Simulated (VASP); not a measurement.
Write the native input for VASP 6.6.1 that does the following.

```
Task                   : single point
Functional             : PBE
Potentials or basis    : VASP PAW PBE potentials, release 64 (Ca_sv, O)
Cutoff                 : 520 eV
k mesh                 : 8 × 8 × 8
Occupations            : gaussian, width 0.05 eV
Spin                   : non-collinear spin, zero start, spin-orbit coupling
Starting moments       : [[0.0, 0.0, 0.0], [0.0, 0.0, 0.0]] μB
Dipole correction      : no
Further INCAR settings : ALGO = Normal; EDIFF = 1e-07; NBANDS = 28
```

The structure of CaO lies in POSCAR:

```
CaO
1.0
    0.0000000000      2.4154219976      2.4154219976
    2.4154219976      0.0000000000      2.4154219976
    2.4154219976      2.4154219976      0.0000000000
Ca O
1 1
Direct
    0.4834397467      0.5165602533      0.5165602533
    0.0000000000      0.0000000000      0.0000000000
```

This cell differs from its parent crystal: atom 1 (Ca) moved 0.08 Å along x.

The input as run:

INCAR

```
PREC = Accurate
ENCUT = 520
EDIFF = 1E-7
ISMEAR = 0
SIGMA = 0.05
LREAL = F
LASPH = T
NELM = 150
ALGO = Normal
ISIF = 2
LWAVE = F
LCHARG = F
LNONCOLLINEAR = T
MAGMOM = 0 0 0 0 0 0
LORBIT = 11
LSORBIT = T
GGA_COMPAT = F
LORBMOM = T
GGA = PE
NBANDS = 28
```

KPOINTS

```
Automatic mesh
0
Gamma
  8 8 8
```

Potentials or basis: VASP PAW PBE potentials, release 64 (Ca_sv, O).

Run with:

```sh
$ cat potpaw_PBE.64/Ca_sv/POTCAR potpaw_PBE.64/O/POTCAR > POTCAR
$ mpirun -np 1 vasp_ncl > vasp.out
```

It gave:

```yaml
Pressure: 0.8 GPa
Largest_force: 0.241 eV/Å
Net_moment: 0.00 μB per cell
Valence_electrons_inside_the_program's_atomic_spheres: Ca 8.21; O 5.00
```

Caveat: the cell differs from its parent crystal (atom 1 (Ca) moved 0.08 Å along x).

Wall time 9.4 min on 1 thread of AMD EPYC 7R43 64-Core Processor (Zen 3) (shared host), peak memory 0.28 GiB.
